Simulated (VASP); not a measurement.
Write the native input for VASP 6.6.1 that does the following.

```yaml
Task: single point
Functional: PBEsol
Potentials_or_basis: VASP PAW PBE potentials, release 64 (In_d, As)
Cutoff: 520 eV
k_mesh: 6 × 6 × 6
Occupations: fermi-dirac, width 0.05 eV
Spin: no spin polarisation
Dipole_correction: no
Further_INCAR_settings: ALGO = Fast; EDIFF = 1e-07; NBANDS = 30
```

The structure of In3As lies in POSCAR:

```
In3As
1.0
    4.5311839779      0.0000000000      0.0000000000
    0.0000000000      4.5311839779      0.0000000000
    0.0000000000      0.0000000000      4.5311839779
In As
3 1
Direct
    0.5000000000      0.5000000000      0.0000000000
    0.5000000000      0.0000000000      0.5000000000
    0.0000000000      0.5000000000      0.5000000000
    0.0000000000      0.0000000000      0.0000000000
```

The input as run:

INCAR

```
PREC     = Accurate       # precision mode
ENCUT    = 520            # plane-wave cutoff, eV
EDIFF    = 1E-7           # SCF threshold, eV
ISMEAR   = -1             # smearing method
SIGMA    = 0.05           # smearing width, eV
LREAL    = False          # projectors in reciprocal space
LASPH    = True           # aspherical terms in the spheres
NELM     = 100            # most SCF steps
ALGO     = Fast           # electronic algorithm
ISIF     = 2              # what is computed and relaxed
LWAVE    = False          # write WAVECAR
LCHARG   = True           # write CHGCAR
GGA      = PS             # functional
LELF     = True           # ELF
LVHAR    = True         
NBANDS   = 30             # bands
```

KPOINTS

```
regular mesh
0
Gamma
  6 6 6
```

Potentials or basis: VASP PAW PBE potentials, release 64 (In_d, As).

Run with:

```sh
$ cat potpaw_PBE.64/In_d/POTCAR potpaw_PBE.64/As/POTCAR > POTCAR
$ mpirun -np 1 vasp_std > vasp.out
```

It gave:

```json
{
 "Pressure": "2.0 GPa",
 "Band gap on the k mesh": "zero (band 22 reaches 8.19 eV, above the bottom of band 23 at 3.74 eV)"
}
```

Caveat: the PAW data sets were made with another functional, which shifts forces and pressure a little; spin-orbit coupling is left out, which moves the levels of the heavy elements.

It took 89 s on 1 thread of Intel Xeon 6975P-C, on a shared host, peak memory 0.23 GiB.
